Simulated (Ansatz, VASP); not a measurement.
Se in VASP and in Ansatz

The input INCAR:

```
  PREC = Accurate
  ENCUT = 520
  EDIFF = 1E-6
  ISMEAR = 0
  SIGMA = 0.01
  LREAL = False
  LASPH = True
  NELM = 60
  ALGO = Normal
  ISIF = 2
  LWAVE = False
  LCHARG = False
  GGA = PE
  IVDW = 12
  IBRION = 2
  NSW = 80
  EDIFFG = -0.01
```

KPOINTS

```
Automatic mesh
0
Gamma
  1 1 1
```

Contents of POSCAR:

```
Se
1.0
   14.4000000000      0.0000000000      0.0000000000
    0.0000000000     12.3000000000      0.0000000000
    0.0000000000      0.0000000000     14.4000000000
Se
8
Direct
    0.6185853389      0.6243984105      0.5921025828
    0.6858411973      0.4983012977      0.4879398819
    0.6134937872      0.5115364328      0.3409072059
    0.4958129701      0.3756015895      0.3271120395
    0.3567768834      0.4724428706      0.3558857100
    0.3141588027      0.4410883707      0.5112094713
    0.3653983680      0.5966168057      0.5953829356
    0.4995351770      0.5319851900      0.6728879605
```

Input for Ansatz:

```yaml
crystal:
  lattice:
    - [14.4, 0.0, 0.0]
    - [0.0, 12.3, 0.0]
    - [0.0, 0.0, 14.4]
  atoms:
    - { symbol: Se, position: [0.6185853389, 0.6243984105, 0.5921025828] }
    - { symbol: Se, position: [0.6858411973, 0.4983012977, 0.4879398819] }
    - { symbol: Se, position: [0.6134937872, 0.5115364328, 0.3409072059] }
    - { symbol: Se, position: [0.4958129701, 0.3756015895, 0.3271120395] }
    - { symbol: Se, position: [0.3567768834, 0.4724428706, 0.35588571] }
    - { symbol: Se, position: [0.3141588027, 0.4410883707, 0.5112094713] }
    - { symbol: Se, position: [0.365398368, 0.5966168057, 0.5953829356] }
    - { symbol: Se, position: [0.499535177, 0.53198519, 0.6728879605] }
basis:
  ecutwfc: 420
kpoints:
  mp_grid: { grid: [1, 1, 1] }
hamiltonian:
  xc: pbe
  dispersion: d3bj
scf:
  occupations: { method: gaussian, width: 0.01 }
output:
  forces: true
  eigenvalues: true
relax:
  adjacent_minimum: "off"
  f_tol: 0.01
  max_steps: 60
```

Alike in both runs: task relaxation of the atoms; functional PBE; dispersion D3(BJ); k mesh 1 × 1 × 1; occupations gaussian, width 0.01 eV; no spin polarisation.

|  | VASP | Ansatz |
| --- | --- | --- |
| version | VASP 6.6.1 | Ansatz 0.2.0 |
| potentials or method | VASP PAW PBE potentials, release 64 (Se), cutoff 520 eV | scalar-relativistic, plane waves, PAW |
| valence electrons in the cell | 48 | 128 |

VASP gave:

| Item | Value |
| --- | --- |
| gap on the k mesh at the Fermi level, each at its own relaxed structure (eV) | 2.54 |

**Question.** Which values does Ansatz return?

**Answer.** gap on the k mesh at the Fermi level, each at its own relaxed structure (eV): 2.55.

VASP's potentials hold 48 valence electrons a cell and Ansatz's 128, so a difference there can come from the potentials and not from the codes.
